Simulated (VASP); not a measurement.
# Al4Co3Ni (Im-3m) in VASP: notebook

Al4Co3Ni is run at these levels: PBE; tasks: single point.

All numbers are computed with VASP 6.6.1; they aren't measurements. Logs are shortened: lines on timing, memory, paths and dates and some standing lists are left out, and cuts for length are marked.

## (1) The cell of the first run

The structure is cubic, space group Im-3m (No. 229). The conventional cell has a = 5.916 Å, b = 5.916 Å, c = 5.916 Å, α = 90.00°, β = 90.00°, γ = 90.00°. Al (site symmetry -3m) has 2 Ni at 2.56 Å and 6 Co at 2.56 Å and 6 Al at 2.96 Å within 3.4 Å. Within 3.4 Å of Ni (site symmetry m-3m) lie 8 Al at 2.56 Å and 6 Co at 2.96 Å. Co (site symmetry 4/mmm) has 8 Al at 2.56 Å and 2 Ni at 2.96 Å and 4 Co at 2.96 Å within 3.4 Å.

## (2) Single point, PBE, collinear spin, ferromagnetic start (12.94 Å³/atom)

File INCAR:

```
SYSTEM = Al4Co3Ni
  ALGO = Normal
  EDIFF = 1E-6
  ENCUT = 520
  GGA = PE
  ISIF = 2
  ISMEAR = 0
  ISPIN = 2
  LASPH = .True.
  LCHARG = .False.
  LMAXMIX = 4
  LORBIT = 11
  LREAL = .False.
  LWAVE = .False.
  MAGMOM = 0 0 0 0 0.12 0.35 0.35 0.35
  NBANDS = 38
  NELM = 150
  PREC = Accurate
  SIGMA = 0.1
```

File KPOINTS:

```
k-points
0
Gamma
  10 10 10
  0 0 0
```

File POSCAR:

```
Al4Co3Ni
1.0
   -2.9579384889      2.9579384889      2.9579384889
    2.9579384889     -2.9579384889      2.9579384889
    2.9579384889      2.9579384889     -2.9579384889
Al Ni Co
4 1 3
Direct
    0.0000000000      0.5000000000      0.0000000000
    0.5000000000      0.0000000000      0.0000000000
    0.5000000000      0.5000000000      0.5000000000
    0.0000000000      0.0000000000      0.5000000000
    0.0000000000      0.0000000000      0.0000000000
    0.5000000000      0.0000000000      0.5000000000
    0.0000000000      0.5000000000      0.5000000000
    0.5000000000      0.5000000000      0.0000000000
```

Potentials or basis: VASP PAW PBE potentials, release 64 (Al, Ni, Co).

Launch:

```sh
> cat potpaw_PBE.64/Al/POTCAR potpaw_PBE.64/Ni/POTCAR potpaw_PBE.64/Co/POTCAR > POTCAR
> mpirun -np 1 vasp_std > vasp.out
```

OUTCAR:

```text
SYSTEM = Al4Co3Ni
   EDIFF = 1E-6
   ENCUT = 520
   GGA = PE
   ISIF = 2
   ISMEAR = 0
   ISPIN = 2
   LASPH = .True.
   LORBIT = 11
   LREAL = .False.
   NELM = 150
   PREC = Accurate

 ion  position               nearest neighbor table
   1  0.000  0.500  0.000-   5 2.56   6 2.56   7 2.56   8 2.56   7 2.56   5 2.56   8 2.56   6 2.56
                             4 2.96   4 2.96   2 2.96   3 2.96   2 2.96   3 2.96
   2  0.500  0.000  0.000-   5 2.56   6 2.56   7 2.56   8 2.56   6 2.56   8 2.56   5 2.56   7 2.56
                             4 2.96   3 2.96   1 2.96   4 2.96   1 2.96   3 2.96
   3  0.500  0.500  0.500-   5 2.56   6 2.56   7 2.56   8 2.56   8 2.56   6 2.56   7 2.56   5 2.56
                             4 2.96   2 2.96   1 2.96   1 2.96   4 2.96   2 2.96
   4  0.000  0.000  0.500-   5 2.56   6 2.56   7 2.56   8 2.56   5 2.56   7 2.56   6 2.56   8 2.56
                             3 2.96   1 2.96   1 2.96   2 2.96   3 2.96   2 2.96
   5  0.000  0.000  0.000-   1 2.56   2 2.56   3 2.56   4 2.56   4 2.56   1 2.56   2 2.56   3 2.56
                             7 2.96   7 2.96   8 2.96   6 2.96   8 2.96   6 2.96
   6  0.500  0.000  0.500-   1 2.56   2 2.56   3 2.56   4 2.56   2 2.56   3 2.56   4 2.56   1 2.56
                             7 2.96   8 2.96   8 2.96   5 2.96   7 2.96   5 2.96
   7  0.000  0.500  0.500-   1 2.56   2 2.56   3 2.56   4 2.56   1 2.56   4 2.56   3 2.56   2 2.56
                             6 2.96   5 2.96   8 2.96   8 2.96   6 2.96   5 2.96
   8  0.500  0.500  0.000-   1 2.56   2 2.56   3 2.56   4 2.56   3 2.56   2 2.56   1 2.56   4 2.56
                             6 2.96   6 2.96   7 2.96   7 2.96   5 2.96   5 2.96

  LATTYP: Found a body centered cubic cell.
 ALAT       =     5.9158769778

  Lattice vectors:

 A1 = (  -2.9579384889,   2.9579384889,   2.9579384889)
 A2 = (   2.9579384889,  -2.9579384889,   2.9579384889)
 A3 = (   2.9579384889,   2.9579384889,  -2.9579384889)

Analysis of symmetry for initial positions (statically):
=====================================================================
 Subroutine PRICEL returns:
 Original cell was already a primitive cell.

 Routine SETGRP: Setting up the symmetry group for a
 body centered cubic supercell.

 Subroutine GETGRP returns: Found 48 space group operations
 (whereof 48 operations were pure point group operations)
 out of a pool of 48 trial point group operations.

The static configuration has the point symmetry O_h .

Analysis of symmetry for dynamics (positions and initial velocities):
=====================================================================
 Subroutine PRICEL returns:
 Original cell was already a primitive cell.

 Routine SETGRP: Setting up the symmetry group for a
 body centered cubic supercell.

 Subroutine GETGRP returns: Found 48 space group operations
 (whereof 48 operations were pure point group operations)
 out of a pool of 48 trial point group operations.

The dynamic configuration has the point symmetry O_h .

Analysis of structural, dynamic, and magnetic symmetry:
=====================================================================
 Subroutine PRICEL returns:
 Original cell was already a primitive cell.

 Routine SETGRP: Setting up the symmetry group for a
 body centered cubic supercell.

 Subroutine GETGRP returns: Found 48 space group operations
 (whereof 48 operations were pure point group operations)
 out of a pool of 48 trial point group operations.

The overall configuration has the point symmetry O_h .

 Subroutine INISYM returns: Found 48 space group operations
 (whereof 48 operations are pure point group operations),
 and found     1 'primitive' translations

----------------------------------------------------------------------------------------

                                     Primitive cell

  volume of cell :     103.5207

  direct lattice vectors                    reciprocal lattice vectors
    -2.957938489  2.957938489  2.957938489     0.000000000  0.169036646  0.169036646
     2.957938489 -2.957938489  2.957938489     0.169036646  0.000000000  0.169036646
     2.957938489  2.957938489 -2.957938489     0.169036646  0.169036646  0.000000000

  length of vectors
     5.123299748  5.123299748  5.123299748     0.239053917  0.239053917  0.239053917

  position of ions in fractional coordinates (direct lattice)
     0.000000000  0.500000000  0.000000000
     0.500000000  0.000000000  0.000000000
     0.500000000  0.500000000  0.500000000
     0.000000000  0.000000000  0.500000000
     0.000000000  0.000000000  0.000000000
     0.500000000  0.000000000  0.500000000
[... 78 lines left out ...]
   ICHARG =      2    charge: 1-file 2-atom 10-const
   ISPIN  =      2    spin polarized calculation?
   LNONCOLLINEAR =      F non collinear calculations
   LSORBIT =      F    spin-orbit coupling
   LASPH  =      T    aspherical Exc in radial PAW
   ENCUT  =  520.0 eV  38.22 Ry    6.18 a.u.   9.53  9.53  9.53*2*pi/ulx,y,z
   NELM   =    150;   NELMIN=  2; NELMDL= -5     # of ELM steps
   EDIFF  = 0.1E-05   stopping-criterion for ELM
   LREAL  =      F    real-space projection
   EDIFFG = 0.1E-04   stopping-criterion for IOM
   NSW    =      0    number of steps for IOM
   IBRION =     -1    ionic relax: 0-MD 1-quasi-New 2-CG
   NFREE  =      0    steps in history (QN), initial steepest desc. (CG)
   ISIF   =      2    stress and relaxation
   ISYM   =      2    0-nonsym 1-usesym 2-fastsym
   POTIM  = 0.5000    time-step for ionic-motion
   TEBEG  =    0.0;   TEEND  =   0.0 temperature during run
   PSTRESS=    0.0 pullay stress
   NELECT =      49.0000    total number of electrons
   NUPDOWN=      -1.0000    fix difference up-down
   EMIN   =  10.00;   EMAX   =-10.00  energy-range for DOS
   EFERMI =   0.00;   METHOD = LEGACY
   ISMEAR =     0;   SIGMA  =   0.10  broadening in eV -4-tet -1-fermi 0-gaus
   EFERMI_NEDOS =   21; number of points for ismear=-14 and -15
   IALGO  =     38    algorithm
   IMIX   =      4    mixing-type and parameters
     AMIX     =   0.40;   BMIX     =  1.00
     AMIX_MAG =   1.60;   BMIX_MAG =  1.00
  volume/ion in A,a.u.               =      12.94        87.32
  Fermi-wavevector in a.u.,A,eV,Ry     =   1.275844  2.410996 22.147278  1.627779
  Thomas-Fermi vector in A             =   2.408534
   LORBIT       =     11    0 simple, 1 ext, 2 COOP (PROOUT), +10 PAW based schemes
   GGA     = PE    functional components
   LHFCALC =     F    Hartree Fock is set to
   AEXX    =    0.0000 exact exchange contribution
   IVDW    =     0    specifies the selected vdW correction
   LEPSILON=     F    determine dielectric tensor
   LRPA    =     F    only Hartree local field effects (RPA)
 spin polarized calculation
 Gauss-broadening in eV      SIGMA  =   0.10
  energy-cutoff  :      520.00
  volume of cell :      103.52
 maximum number of plane-waves:      2811
 NGX is ok and might be reduce to    40
   NGX = 19   NGY = 19   NGZ = 19

 number of electron      48.9999986 magnetization       1.2427663

 Free energy of the ion-electron system (eV)
  ---------------------------------------------------
  ext. energy  EPLUGINS =         0.00000000
  ---------------------------------------------------
  free energy    TOTEN  =       -45.98975361 eV

  energy without entropy =      -45.96919885  energy(sigma->0) =      -45.97947623

 E-fermi :   9.0575     XC(G=0): -11.7187

 val. band max:        9.0556773822   @ k =   0.1000   0.1000   0.1000
 cond. band min:       9.0599277697   @ k =   0.5000   0.5000   0.3000
 fundamental gap:      0.0042503875
 Fermi energy:         9.0575099069

 spin component 1

 k-point     1 :       0.0000    0.0000    0.0000
  band No.  band energies     occupation
      1      -1.2655      1.00000
      2       4.2571      1.00000
      3       4.2571      1.00000
      4       4.2571      1.00000
      5       6.1362      1.00000
      6       6.1362      1.00000
[... 925 lines left out ...]
     35      14.5754      0.00000
     36      15.6300      0.00000

 [... further k-points ...]

 spin component 2

 k-point     1 :       0.0000    0.0000    0.0000
  band No.  band energies     occupation
      1      -1.2939      1.00000
      2       4.2993      1.00000
      3       4.2993      1.00000
      4       4.2993      1.00000
      5       6.3601      1.00000
      6       6.3601      1.00000
[... 925 lines left out ...]
     35      14.6294      0.00000
     36      15.6161      0.00000

 [... further k-points ...]

 [bands above 36 left out]

------------------------ aborting loop because EDIFF is reached ----------------------------------------

  FORCE on cell =-STRESS in cart. coord.  units (eV):
  Direction    XX          YY          ZZ          XY          YZ          ZX
  --------------------------------------------------------------------------------------
  -------------------------------------------------------------------------------------
  Total       -8.5188598     -8.5188598     -8.5188598     -0.0000000      0.0000000     -0.0000000
  in kB     -131.8452986   -131.8452986   -131.8452986     -0.0000000      0.0000000     -0.0000000
  external PRESSURE =    -131.8452986 kB  Pullay stress =       0.0000000 kB

 VOLUME and BASIS-vectors are now :
 -----------------------------------------------------------------------------
  energy-cutoff  :      520.00
  volume of cell :      103.52
      direct lattice vectors                 reciprocal lattice vectors
    -2.957938489  2.957938489  2.957938489     0.000000000  0.169036646  0.169036646
     2.957938489 -2.957938489  2.957938489     0.169036646  0.000000000  0.169036646
     2.957938489  2.957938489 -2.957938489     0.169036646  0.169036646  0.000000000

 POSITION                                       TOTAL-FORCE (eV/Angst)
 -----------------------------------------------------------------------------------
      1.47897     -1.47897      1.47897        -0.000000      0.000000     -0.000000
     -1.47897      1.47897      1.47897        -0.000000      0.000000     -0.000000
      1.47897      1.47897      1.47897        -0.000000      0.000000     -0.000000
      1.47897      1.47897     -1.47897        -0.000000      0.000000     -0.000000
      0.00000      0.00000      0.00000        -0.000000      0.000000     -0.000000
      0.00000      2.95794      0.00000         0.000000     -0.000000      0.000000
      2.95794      0.00000      0.00000         0.000000     -0.000000      0.000000
      0.00000      0.00000      2.95794         0.000000     -0.000000      0.000000
 -----------------------------------------------------------------------------------
    total drift:                               -0.000000     -0.000000      0.000000

  FREE ENERGIE OF THE ION-ELECTRON SYSTEM (eV)
  ---------------------------------------------------
  free  energy   TOTEN  =       -45.9897536076 eV

  energy  without entropy=      -45.9691988484  energy(sigma->0) =      -45.97947623

 total charge

# of ion       s       p       d       tot
------------------------------------------
    1        0.382   0.383   0.000   0.765
    2        0.382   0.383   0.000   0.765
    3        0.382   0.383   0.000   0.765
    4        0.382   0.383   0.000   0.765
    5        0.445   0.453   8.423   9.321
    6        0.398   0.418   7.444   8.259
    7        0.398   0.418   7.444   8.259
    8        0.398   0.418   7.444   8.259
--------------------------------------------------
tot          3.169   3.237  30.753  37.160

 magnetization (x)

# of ion       s       p       d       tot
------------------------------------------
    1       -0.002  -0.004   0.000  -0.006
    2       -0.002  -0.004   0.000  -0.006
    3       -0.002  -0.004   0.000  -0.006
    4       -0.002  -0.004   0.000  -0.006
    5        0.003  -0.009   0.127   0.121
    6        0.005  -0.006   0.432   0.431
    7        0.005  -0.006   0.432   0.431
    8        0.005  -0.006   0.432   0.431
--------------------------------------------------
tot          0.009  -0.042   1.422   1.389
```

It took 9.2 min on 1 thread of Intel Xeon Platinum 8259CL at 2.50GHz (Skylake/Cascade Lake), shared host; peak memory 0.47 GiB.

Results:

```yaml
Free_energy: -45.9898 eV
Pressure: -13.2 GPa
Net_moment: 1.24 μB per cell
Site_moments: Al -0.01; Ni +0.12; Co +0.43 μB
Valence_electrons_inside_the_program's_atomic_spheres: Al 0.77; Ni 9.32; Co 8.26
```

Levels at points of the mesh, in eV from the Fermi level:
Spin up:
| k point | band 23 | band 24 | band 25 | band 26 | band 27 | band 28 |
| --- | --- | --- | --- | --- | --- | --- |
| (0.00, 0.00, 0.00) | -0.86 | -0.86 | -0.68 | -0.68 | -0.51 | 1.76 |
| (0.50, 0.00, 0.00) | -0.68 | -0.60 | -0.29 | -0.02 | 1.24 | 1.37 |
| (0.50, 0.50, 0.50) | -0.66 | -0.26 | -0.26 | -0.10 | 2.38 | 2.38 |
Spin down:
```tsv
k point	band 21	band 22	band 23	band 24	band 25	band 26	band 27	band 28
(0.00, 0.00, 0.00)	-1.05	-0.61	-0.61	-0.61	-0.15	-0.15	0.29	2.08
(0.50, 0.00, 0.00)	-0.89	-0.77	-0.50	-0.42	0.15	0.62	1.47	1.69
(0.50, 0.50, 0.50)	-0.55	-0.16	-0.16	0.47	0.47	0.52	2.36	2.36
```

Caveat: the cell stands under tension.

## (3) Single point, PBE, collinear spin, ferromagnetic start (10.70 Å³/atom)

This run uses another cell than the first one, of 10.70 Å³/atom.

File INCAR:

```
ALGO = Normal
EDIFF = 1E-6
ENCUT = 520
GGA = PE
ISIF = 2
ISMEAR = 0
ISPIN = 2
LASPH = T
LCHARG = T
LELF = T
LMAXMIX = 4
LORBIT = 11
LREAL = F
LVHAR = T
LWAVE = F
MAGMOM = 0 0 0 0 0.12 0.35 0.35 0.35
NBANDS = 38
NELM = 150
PREC = Accurate
SIGMA = 0.1
```

File KPOINTS:

```
k-points
0
Gamma
  10 10 10
```

Changes to POSCAR since step 2:

```diff
@@ -2,5 +2,5 @@
 1.0
-   -2.9579384889      2.9579384889      2.9579384889
-    2.9579384889     -2.9579384889      2.9579384889
-    2.9579384889      2.9579384889     -2.9579384889
+   -2.7767623207      2.7767623207      2.7767623207
+    2.7767623207     -2.7767623207      2.7767623207
+    2.7767623207      2.7767623207     -2.7767623207
 Al Ni Co
```

Potentials or basis: VASP PAW PBE potentials, release 64 (Al, Ni, Co).

Launch:

```sh
> cat potpaw_PBE.64/Al/POTCAR potpaw_PBE.64/Ni/POTCAR potpaw_PBE.64/Co/POTCAR > POTCAR
> mpirun -np 1 vasp_std > vasp.out
```

It took 9.8 min on 1 thread of Intel Xeon 8259CL, shared host; peak memory 0.4 GiB.

Results (log left out):

```
Free energy                                           : -45.9380 eV
Pressure                                              : 19.5 GPa
Net moment                                            : 0.62 μB per cell
Site moments                                          : Al -0.00; Ni +0.06; Co +0.20 μB
Valence electrons inside the program's atomic spheres : Al 0.87; Ni 9.66; Co 8.62
```

Levels at points of the mesh, in eV from the Fermi level:
Spin up:
| k point | band 21 | band 22 | band 23 | band 24 | band 25 | band 26 | band 27 | band 28 | band 29 | band 30 |
| --- | --- | --- | --- | --- | --- | --- | --- | --- | --- | --- |
| (0.00, 0.00, 0.00) | -1.71 | -1.12 | -1.12 | -1.12 | -0.71 | -0.71 | -0.46 | 2.28 | 2.42 | 2.42 |
| (0.50, 0.00, 0.00) | -1.47 | -1.35 | -0.91 | -0.83 | -0.22 | 0.15 | 1.50 | 1.69 | 3.41 | 3.68 |
| (0.50, 0.50, 0.50) | -1.02 | -0.68 | -0.68 | -0.13 | -0.13 | 0.10 | 2.26 | 2.26 | 2.26 | 4.83 |
Spin down:
```
           k point  band 22  band 23  band 24  band 25  band 26  band 27
(0.00, 0.00, 0.00)    -1.00    -1.00    -1.00    -0.48    -0.48    -0.03
(0.50, 0.00, 0.00)    -1.23    -0.83    -0.75    -0.03     0.48     1.62
(0.50, 0.50, 0.50)    -0.46    -0.46     0.25     0.25     0.36     2.26
```

Caveat: the cell stands under pressure.

## (4) Single point, PBE, collinear spin, ferromagnetic start (12.47 Å³/atom)

This run uses another cell than the first one, of 12.47 Å³/atom.

File INCAR:

```
SYSTEM = Al4Co3Ni
PREC = Accurate ; ENCUT = 520
EDIFF = 1E-6 ; ISMEAR = 0
SIGMA = 0.1 ; LREAL = .False.
LASPH = .True. ; NELM = 150
ALGO = Normal ; ISIF = 2
LWAVE = .False. ; LCHARG = .False.
ISPIN = 2 ; MAGMOM = 0 0 0 0 0.12 0.35 0.35 0.35
LORBIT = 11 ; LMAXMIX = 4
GGA = PE ; NBANDS = 38
```

File KPOINTS:

```
regular mesh
0
Gamma
  10 10 10
  0 0 0
```

Changes to POSCAR since step 3:

```diff
@@ -2,5 +2,5 @@
 1.0
-   -2.7767623207      2.7767623207      2.7767623207
-    2.7767623207     -2.7767623207      2.7767623207
-    2.7767623207      2.7767623207     -2.7767623207
+   -2.9216410992      2.9216410992      2.9216410992
+    2.9216410992     -2.9216410992      2.9216410992
+    2.9216410992      2.9216410992     -2.9216410992
 Al Ni Co
```

Launch:

```sh
> cat potpaw_PBE.64/Al/POTCAR potpaw_PBE.64/Ni/POTCAR potpaw_PBE.64/Co/POTCAR > POTCAR
> mpirun -np 1 vasp_std > vasp.out
```

Wall time 8.7 min (1 thread of Intel Xeon Platinum 8175M at 2.50GHz (Skylake/Cascade Lake), shared host); peak memory 0.47 GiB.

Results (log left out):

```yaml
Free_energy: -46.2488 eV
Pressure: -8.7 GPa
Net_moment: 1.15 μB per cell
Site_moments: Al -0.01; Ni +0.12; Co +0.39 μB
Valence_electrons_inside_the_program's_atomic_spheres: Al 0.78; Ni 9.38; Co 8.32
```

Levels at points of the mesh, in eV from the Fermi level:
Spin up:
```
           k point  band 23  band 24  band 25  band 26  band 27  band 28
(0.00, 0.00, 0.00)    -0.91    -0.91    -0.69    -0.69    -0.50     1.85
(0.50, 0.00, 0.00)    -0.72    -0.65    -0.28     0.00     1.28     1.42
(0.50, 0.50, 0.50)    -0.67    -0.24    -0.24    -0.07     2.35     2.35
```
Spin down:
```tsv
k point	band 20	band 21	band 22	band 23	band 24	band 25	band 26	band 27	band 28	band 29
(0.00, 0.00, 0.00)	-1.15	-1.15	-0.68	-0.68	-0.68	-0.21	-0.21	0.24	2.13	2.26
(0.50, 0.00, 0.00)	-1.18	-0.97	-0.85	-0.56	-0.49	0.11	0.59	1.50	1.71	2.91
(0.50, 0.50, 0.50)	-0.61	-0.61	-0.22	-0.22	0.43	0.43	0.48	2.34	2.34	2.34
```

Caveat: the cell stands under tension.

## (5) Overview

| cell | gap on the mesh (eV) | pressure (GPa) | moment (μB) |
| --- | --- | --- | --- |
| a = 5.123 Å, angles 109.5°, 8 atoms | none | -13.2 | 1.24 |
| a = 4.809 Å, angles 109.5°, 8 atoms | none | 19.5 | 0.62 |
| a = 5.060 Å, angles 109.5°, 8 atoms | none | -8.7 | 1.15 |

Alike in all rows: task single point; level PBE; potentials or basis VASP PAW PBE potentials, release 64 (Al, Ni, Co); spin collinear, ferromagnetic start; k mesh 10 × 10 × 10; cutoff (eV) 520; smearing gaussian 0.1 eV.

Caveats: the cell stands under tension (at least some runs); the cell stands under pressure (at least some runs).

Total energies depend on the potentials used, so only differences within one code and one set of settings carry meaning.
